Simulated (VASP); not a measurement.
# TaN (Pmc2_1) in VASP: single point with PBEsol

Aim: the single point of TaN with PBEsol.

Everything below comes from runs of VASP 6.6.1. Logs are shortened: lines on timing, memory, paths and dates and some standing lists are left out, and cuts for length are marked.

## (1) The cell of the first run

The structure is orthorhombic, space group Pmc2_1 (No. 26). Conventional cell: a = 2.871 Å, b = 2.924 Å, c = 5.064 Å, α = 90.00°, β = 90.00°, γ = 90.00°. Within 3.0 Å of Ta (site symmetry m) lie 6 N at 2.20 to 2.23 Å and 8 Ta at 2.87 to 2.96 Å. Within 3.0 Å of N (site symmetry m) lie 6 Ta at 2.20 to 2.23 Å and 8 N at 2.87 to 2.94 Å.

## (2) Single point, PBEsol (atoms displaced along a vibrational mode)

File INCAR:

```
PREC = Accurate
ENCUT = 520
EDIFF = 1E-6
ISMEAR = 0
SIGMA = 0.15
LREAL = F
LASPH = T
NELM = 80
ALGO = Normal
ISIF = 2
LWAVE = F
LCHARG = T
GGA = PS
LELF = T
LVHAR = T
NBANDS = 24
```

File KPOINTS:

```
Automatic mesh
0
Gamma
  20 20 12
```

File POSCAR:

```
TaN
1.0
    0.0000000000      0.0000000000      2.8707276426
    2.9239890448      0.0000000000      0.0000000000
    0.0000000000      5.0644975863      0.0000000000
Ta N
2 2
Direct
    0.5000000000      0.0128249455      0.3333333333
    0.5000000000      0.4871750545      0.8333333333
    0.0000000000      0.5055245712      0.5000000000
    0.0000000000     -0.0055245712      0.0000000000
```

Potentials or basis: VASP PAW PBE potentials, release 64 (Ta_pv, N).

Command:

```sh
> cat potpaw_PBE.64/Ta_pv/POTCAR potpaw_PBE.64/N/POTCAR > POTCAR
> mpirun -np 1 vasp_std > vasp.out
```

OUTCAR:

```text
PREC = Accurate
   ENCUT = 520
   EDIFF = 1E-6
   ISMEAR = 0
   LREAL = F
   LASPH = T
   NELM = 80
   ISIF = 2
   GGA = PS

 ion  position               nearest neighbor table
   1  0.500  0.013  0.333-   3 2.20   3 2.20   4 2.22   4 2.22   3 2.23   3 2.23   2 2.89   2 2.89
                             2 2.96   2 2.96
   2  0.500  0.487  0.833-   4 2.20   4 2.20   3 2.22   3 2.22   4 2.23   4 2.23   1 2.89   1 2.89
                             1 2.96   1 2.96
   3  0.000  0.506  0.500-   1 2.20   1 2.20   2 2.22   2 2.22   1 2.23   1 2.23
   4  0.000  0.994  0.000-   2 2.20   2 2.20   1 2.22   1 2.22   2 2.23   2 2.23

  LATTYP: Found a simple orthorhombic cell.
 ALAT       =     2.8707276426
 B/A-ratio  =     1.0185532760
 C/A-ratio  =     1.7641860242

  Lattice vectors:

 A1 = (   0.0000000000,   0.0000000000,   2.8707276426)
 A2 = (   2.9239890448,   0.0000000000,   0.0000000000)
 A3 = (   0.0000000000,   5.0644975863,   0.0000000000)

Analysis of symmetry for initial positions (statically):
=====================================================================
 Subroutine PRICEL returns:
 Original cell was already a primitive cell.

 Routine SETGRP: Setting up the symmetry group for a
 simple orthorhombic supercell.

 Subroutine GETGRP returns: Found  4 space group operations
 (whereof  2 operations were pure point group operations)
 out of a pool of  8 trial point group operations.

The static configuration has the point symmetry C_1h.
 The point group associated with its full space group is C_2v.

Analysis of symmetry for dynamics (positions and initial velocities):
=====================================================================
 Subroutine PRICEL returns:
 Original cell was already a primitive cell.

 Routine SETGRP: Setting up the symmetry group for a
 simple orthorhombic supercell.

 Subroutine GETGRP returns: Found  4 space group operations
 (whereof  2 operations were pure point group operations)
 out of a pool of  8 trial point group operations.

The dynamic configuration has the point symmetry C_1h.
 The point group associated with its full space group is C_2v.

 Subroutine INISYM returns: Found  4 space group operations
 (whereof  2 operations are pure point group operations),
 and found     1 'primitive' translations

----------------------------------------------------------------------------------------

                                     Primitive cell

  volume of cell :      42.5113

  direct lattice vectors                    reciprocal lattice vectors
     0.000000000  0.000000000  2.870727643     0.000000000  0.000000000  0.348343739
     2.923989045  0.000000000  0.000000000     0.341998545  0.000000000  0.000000000
     0.000000000  5.064497586  0.000000000     0.000000000  0.197452952  0.000000000

  length of vectors
     2.870727643  2.923989045  5.064497586     0.348343739  0.341998545  0.197452952

  position of ions in fractional coordinates (direct lattice)
     0.500000000  0.012824946  0.333333333
     0.500000000  0.487175054  0.833333333
     0.000000000  0.505524571  0.500000000
     0.000000000  0.994475429  0.000000000

  ion indices of the primitive-cell ions
   primitive index   ion index
                 1           1
                 2           2
                 3           3
                 4           4

----------------------------------------------------------------------------------------

 KPOINTS: Automatic mesh

Automatic generation of k-mesh.
 Grid dimensions read from file:
 generate k-points for:   20   20   12

 Generating k-lattice:

  Cartesian coordinates                     Fractional coordinates (reciprocal lattice)
     0.000000000  0.000000000  0.017417187     0.050000000  0.000000000  0.000000000
     0.017099927  0.000000000  0.000000000     0.000000000  0.050000000  0.000000000
     0.000000000  0.016454413  0.000000000     0.000000000  0.000000000  0.083333333

  Length of vectors
     0.017417187  0.017099927  0.016454413

  Shift w.r.t. Gamma in fractional coordinates (k-lattice)
     0.000000000  0.000000000  0.000000000

 Subroutine IBZKPT returns following result:
 ===========================================

 Found    847 irreducible k-points:

 Following reciprocal coordinates:
            Coordinates               Weight
  0.000000  0.000000  0.000000      1.000000
  0.050000  0.000000  0.000000      2.000000
  0.100000  0.000000  0.000000      2.000000
  0.150000  0.000000  0.000000      2.000000
  0.200000  0.000000  0.000000      2.000000
  0.250000  0.000000  0.000000      2.000000
[... 16 lines left out ...]
  0.000000  0.100000  0.000000      2.000000
  0.050000  0.100000  0.000000      4.000000
 [... further k-points ...]
   k-points           NKPTS =    847   k-points in BZ     NKDIM =    847   number of bands    NBANDS=     24
   number of dos      NEDOS =    301   number of ions     NIONS =      4
   total plane-waves  NPLWV =  23040
   dimension x,y,z NGX =    24 NGY =   24 NGZ =   40
   dimension x,y,z NGXF=    48 NGYF=   48 NGZF=   80
   ions per type =               2   2
   NGX,Y,Z   is equivalent  to a cutoff of  13.90, 13.65, 13.13 a.u.
   NGXF,Y,Z  is equivalent  to a cutoff of  27.80, 27.29, 26.26 a.u.
 SYSTEM =  unknown system
   PREC   = accura    normal or accurate (medium, high low for compatibility)
   ISTART =      0    job   : 0-new  1-cont  2-samecut
   ICHARG =      2    charge: 1-file 2-atom 10-const
   ISPIN  =      1    spin polarized calculation?
   LNONCOLLINEAR =      F non collinear calculations
   LSORBIT =      F    spin-orbit coupling
   LASPH  =      T    aspherical Exc in radial PAW
   ENCUT  =  520.0 eV  38.22 Ry    6.18 a.u.   5.34  5.44  9.42*2*pi/ulx,y,z
   NELM   =     80;   NELMIN=  2; NELMDL= -5     # of ELM steps
   EDIFF  = 0.1E-05   stopping-criterion for ELM
   LREAL  =      F    real-space projection
   EDIFFG = 0.1E-04   stopping-criterion for IOM
   NSW    =      0    number of steps for IOM
   IBRION =     -1    ionic relax: 0-MD 1-quasi-New 2-CG
   NFREE  =      0    steps in history (QN), initial steepest desc. (CG)
   ISIF   =      2    stress and relaxation
   ISYM   =      2    0-nonsym 1-usesym 2-fastsym
   POTIM  = 0.5000    time-step for ionic-motion
   TEBEG  =    0.0;   TEEND  =   0.0 temperature during run
   PSTRESS=    0.0 pullay stress
   NELECT =      32.0000    total number of electrons
   NUPDOWN=      -1.0000    fix difference up-down
   EMIN   =  10.00;   EMAX   =-10.00  energy-range for DOS
   EFERMI =   0.00;   METHOD = LEGACY
   ISMEAR =     0;   SIGMA  =   0.15  broadening in eV -4-tet -1-fermi 0-gaus
   EFERMI_NEDOS =   21; number of points for ismear=-14 and -15
   IALGO  =     38    algorithm
   IMIX   =      4    mixing-type and parameters
     AMIX     =   0.40;   BMIX     =  1.00
     AMIX_MAG =   1.60;   BMIX_MAG =  1.00
  volume/ion in A,a.u.               =      10.63        71.72
  Fermi-wavevector in a.u.,A,eV,Ry     =   1.489213  2.814204 30.174390  2.217755
  Thomas-Fermi vector in A             =   2.602150
   LORBIT       =      0    0 simple, 1 ext, 2 COOP (PROOUT), +10 PAW based schemes
   GGA     = PS    functional components
   LHFCALC =     F    Hartree Fock is set to
   AEXX    =    0.0000 exact exchange contribution
   IVDW    =     0    specifies the selected vdW correction
   LEPSILON=     F    determine dielectric tensor
   LRPA    =     F    only Hartree local field effects (RPA)
 non-spin polarized calculation
 Gauss-broadening in eV      SIGMA  =   0.15
  energy-cutoff  :      520.00
  volume of cell :       42.51
 maximum number of plane-waves:      1166
 NGX is ok and might be reduce to    24
   NGX = 11   NGY = 11   NGZ = 19

 number of electron      31.9999999 magnetization

 Free energy of the ion-electron system (eV)
  ---------------------------------------------------
  ext. energy  EPLUGINS =         0.00000000
  ---------------------------------------------------
  free energy    TOTEN  =       -47.58130584 eV

  energy without entropy =      -47.57974266  energy(sigma->0) =      -47.58052425

 E-fermi :   8.2138     XC(G=0): -13.5807

 val. band max:        8.1939283974   @ k =   0.4000   0.0000   0.0000
 cond. band min:       8.2194032132   @ k =   0.5000   0.0000   0.0833
 fundamental gap:      0.0254748158
 Fermi energy:         8.2137683208

 k-point     1 :       0.0000    0.0000    0.0000
  band No.  band energies     occupation
      1     -27.3246      2.00000
      2     -26.5029      2.00000
      3     -26.4730      2.00000
      4     -26.3490      2.00000
      5     -26.2288      2.00000
      6     -26.2231      2.00000
[... 16 lines left out ...]
     23      12.4045      0.00000
     24      13.5416      0.00000

 k-point     2 :       0.0500    0.0000    0.0000
  band No.  band energies     occupation
      1     -27.3203      2.00000
      2     -26.5288      2.00000
      3     -26.4705      2.00000
      4     -26.3711      2.00000
      5     -26.2268      2.00000
      6     -26.2211      2.00000
[... 16 lines left out ...]
     23      12.6921      0.00000
     24      13.5634      0.00000

 k-point     3 :       0.1000    0.0000    0.0000
  band No.  band energies     occupation
      1     -27.3077      2.00000
      2     -26.6034      2.00000
      3     -26.4632      2.00000
      4     -26.4347      2.00000
      5     -26.2207      2.00000
      6     -26.2150      2.00000
[... 16 lines left out ...]
     23      13.0568      0.00000
     24      13.6204      0.00000

 k-point     4 :       0.1500    0.0000    0.0000
  band No.  band energies     occupation
      1     -27.2879      2.00000
      2     -26.7177      2.00000
      3     -26.5326      2.00000
      4     -26.4517      2.00000
      5     -26.2112      2.00000
      6     -26.2056      2.00000
[... 16 lines left out ...]
     23      13.2295      0.00000
     24      13.7039      0.00000

 k-point     5 :       0.2000    0.0000    0.0000
  band No.  band energies     occupation
      1     -27.2629      2.00000
      2     -26.8585      2.00000
      3     -26.6539      2.00000
      4     -26.4372      2.00000
      5     -26.1993      2.00000
      6     -26.1937      2.00000
[... 16 lines left out ...]
     23      13.1905      0.00000
     24      13.8072      0.00000

 k-point     6 :       0.2500    0.0000    0.0000
  band No.  band energies     occupation
      1     -27.2349      2.00000
      2     -27.0106      2.00000
      3     -26.7858      2.00000
      4     -26.4211      2.00000
      5     -26.1861      2.00000
      6     -26.1805      2.00000
[... 16 lines left out ...]
     23      12.9761      0.00000
     24      13.9232      0.00000
[... 379 lines left out ...]
 k-point    21 :       0.4500    0.0500    0.0000
  band No.  band energies     occupation
      1     -27.4506      2.00000
      2     -27.1745      2.00000
      3     -27.1397      2.00000
      4     -26.3874      2.00000
      5     -26.1647      2.00000
      6     -26.1438      2.00000
[... 16 lines left out ...]
     23      14.3631      0.00000
     24      15.4179      0.00000

 k-point    22 :       0.5000    0.0500    0.0000
  band No.  band energies     occupation
      1     -27.4726      2.00000
      2     -27.1939      2.00000
      3     -27.1353      2.00000
      4     -26.3848      2.00000
      5     -26.1625      2.00000
      6     -26.1417      2.00000
[... 16 lines left out ...]
     23      14.4326      0.00000
     24      15.4747      0.00000

 k-point    23 :       0.0000    0.1000    0.0000
  band No.  band energies     occupation
      1     -27.2925      2.00000
      2     -26.5425      2.00000
      3     -26.4920      2.00000
      4     -26.3454      2.00000
      5     -26.3142      2.00000
      6     -26.2417      2.00000
[... 16 lines left out ...]
     23      12.5039      0.00000
     24      12.7036      0.00000

 k-point    24 :       0.0500    0.1000    0.0000
  band No.  band energies     occupation
      1     -27.2882      2.00000
      2     -26.5399      2.00000
      3     -26.5178      2.00000
      4     -26.3673      2.00000
      5     -26.3117      2.00000
      6     -26.2396      2.00000
[... 16 lines left out ...]
     23      12.6925      0.00000
     24      12.8189      0.00000

 [... further k-points ...]

------------------------ aborting loop because EDIFF is reached ----------------------------------------

  FORCE on cell =-STRESS in cart. coord.  units (eV):
  Direction    XX          YY          ZZ          XY          YZ          ZX
  --------------------------------------------------------------------------------------
  -------------------------------------------------------------------------------------
  Total        0.1991290      0.3539545      0.2859573      0.0000000      0.0000000      0.0000000
  in kB        7.5048332     13.3399396     10.7772431      0.0000000      0.0000000      0.0000000
  external PRESSURE =      10.5406720 kB  Pullay stress =       0.0000000 kB

 VOLUME and BASIS-vectors are now :
 -----------------------------------------------------------------------------
  energy-cutoff  :      520.00
  volume of cell :       42.51
      direct lattice vectors                 reciprocal lattice vectors
     0.000000000  0.000000000  2.870727643     0.000000000  0.000000000  0.348343739
     2.923989045  0.000000000  0.000000000     0.341998545  0.000000000  0.000000000
     0.000000000  5.064497586  0.000000000     0.000000000  0.197452952  0.000000000

 POSITION                                       TOTAL-FORCE (eV/Angst)
 -----------------------------------------------------------------------------------
      0.03750      1.68817      1.43536        -0.795949      0.000134      0.000000
      1.42449      4.22041      1.43536         0.795949      0.000134      0.000000
      1.47815      2.53225      0.00000        -0.022173     -0.000134      0.000000
      2.90784      0.00000      0.00000         0.022173     -0.000134      0.000000
 -----------------------------------------------------------------------------------
    total drift:                                0.000000     -0.000000      0.000000

  FREE ENERGIE OF THE ION-ELECTRON SYSTEM (eV)
  ---------------------------------------------------
  free  energy   TOTEN  =       -47.5813058373 eV

  energy  without entropy=      -47.5797426624  energy(sigma->0) =      -47.58052425
```

Wall time 8.3 min (1 thread of Intel Xeon Platinum 8375C at 2.90GHz (Ice Lake), shared host); peak memory 0.75 GiB.

Results:

```
Free energy            : -47.5813 eV
Pressure               : 1.1 GPa
Largest force          : 0.796 eV/Å
Band gap on the k mesh : zero (bands 16 and 17 overlap by 0.46 eV)
```

Forces on the atoms (eV/Å):
```
Ta  -0.796  0.000  0.000
Ta   0.796  0.000  0.000
N   -0.022  0.000  0.000
N    0.022  0.000  0.000
```

Levels at points of the mesh, in eV from the Fermi level:
| k point | band 12 | band 13 | band 14 | band 15 | band 16 | band 17 | band 18 | band 19 | band 20 | band 21 |
| --- | --- | --- | --- | --- | --- | --- | --- | --- | --- | --- |
| (0.00, 0.00, 0.00) | -4.58 | -4.29 | -3.53 | -3.13 | -2.90 | 2.31 | 3.07 | 3.65 | 3.66 | 4.06 |
| (0.50, 0.00, 0.00) | -5.74 | -3.77 | -3.76 | -0.31 | -0.11 | -0.05 | 2.48 | 3.25 | 3.37 | 4.40 |
| (0.00, 0.50, 0.00) | -4.99 | -4.99 | -4.91 | -1.32 | -0.99 | 1.20 | 1.35 | 1.54 | 1.80 | 4.45 |
| (0.50, 0.50, 0.00) | -6.76 | -4.23 | -4.01 | -1.21 | -0.88 | 4.07 | 4.31 | 4.96 | 5.32 | 6.11 |
| (0.00, 0.00, 0.50) | -4.25 | -3.84 | -3.84 | -3.10 | -3.10 | 2.19 | 2.19 | 3.54 | 3.54 | 4.13 |
| (0.50, 0.00, 0.50) | -5.08 | -4.88 | -4.88 | -1.65 | -1.65 | 2.07 | 2.07 | 3.25 | 3.25 | 4.60 |
| (0.00, 0.50, 0.50) | -5.25 | -3.53 | -3.53 | -3.17 | -3.17 | 3.05 | 3.05 | 4.14 | 4.14 | 5.32 |
| (0.50, 0.50, 0.50) | -6.25 | -5.73 | -5.73 | -0.30 | -0.30 | 4.27 | 4.27 | 5.50 | 5.50 | 6.21 |

Caveat: the cell differs from its parent crystal (atoms displaced along a vibrational mode); the PAW data sets were made with another functional, which shifts forces and pressure a little; spin-orbit coupling is left out, which moves the levels of the heavy elements.

The gap in the log of VASP goes by the Fermi energy; the results here count the filled bands.